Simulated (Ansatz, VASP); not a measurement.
SrTiO3: VASP beside Ansatz

Contents of INCAR:

```
SYSTEM = SrTiO3
  PREC = Accurate
  ENCUT = 600
  EDIFF = 1E-6
  ISMEAR = 0
  SIGMA = 0.02
  LREAL = .FALSE.
  LASPH = .TRUE.
  NELM = 80
  ALGO = Normal
  ISIF = 3
  LWAVE = .FALSE.
  LCHARG = .FALSE.
  GGA = PS
  IBRION = 2
  NSW = 100
  EDIFFG = -0.005
```

Contents of KPOINTS:

```
regular mesh
0
G
  6 6 6
  0 0 0
```

Contents of POSCAR:

```
SrTiO3
1.0
    3.9127013100      0.0000000000      0.0000000000
    0.0000000000      3.9127013100      0.0000000000
    0.0000000000      0.0000000000      3.9127013100
Sr Ti O
1 1 3
Direct
    0.0000000000      0.0000000000      0.0000000000
    0.5000000000      0.5000000000      0.5000000000
    0.5000000000      0.0000000000      0.5000000000
    0.5000000000      0.5000000000      0.0000000000
    0.0000000000      0.5000000000      0.5000000000
```

Input for Ansatz:

```yaml
crystal:
  lattice:
    - [3.91270131, 0.0, 0.0]
    - [0.0, 3.91270131, 0.0]
    - [0.0, 0.0, 3.91270131]
  atoms:
    - { symbol: Sr, position: [0.0, 0.0, 0.0] }
    - { symbol: Ti, position: [0.5, 0.5, 0.5] }
    - { symbol: O, position: [0.5, 0.0, 0.5] }
    - { symbol: O, position: [0.5, 0.5, 0.0] }
    - { symbol: O, position: [0.0, 0.5, 0.5] }
basis:
  ecutwfc: 420
kpoints:
  mp_grid: { grid: [6, 6, 6] }
hamiltonian:
  xc: pbesol
scf:
  occupations: { method: gaussian, width: 0.02 }
output:
  forces: true
  stress: true
  eigenvalues: true
  write_density: true
  write_potential: true
  elf: true
  volumetric_format: npy
relax:
  adjacent_minimum: "off"
  f_tol: 0.005
  max_steps: 80
  cell: { stress_tol: 0.05 }
```

Alike in both runs: task relaxation of cell and atoms; functional PBEsol; k mesh 6 × 6 × 6; occupations gaussian, width 0.02 eV; no spin polarisation.

|  | VASP | Ansatz |
| --- | --- | --- |
| version | VASP 6.6.1 | Ansatz 0.2.0 |
| potentials or method | VASP PAW PBE potentials, release 64 (Sr_sv, Ti_sv, O), cutoff 600 eV | scalar-relativistic, plane waves, PAW |
| valence electrons in the cell | 40 | 40 |

|  | VASP | Ansatz | Ansatz less VASP |
| --- | --- | --- | --- |
| gap on the k mesh at the Fermi level, each at its own relaxed structure (eV) | 1.81 | 1.85 | +0.036 |
| relaxed volume (Å³/atom) | 11.82 | 11.78 | -0.033 |
| relaxed cell length with the largest relative difference (Å) | 3.895 | 3.891 | -0.0036 |

VASP's potentials were made for PBE, not for PBEsol.
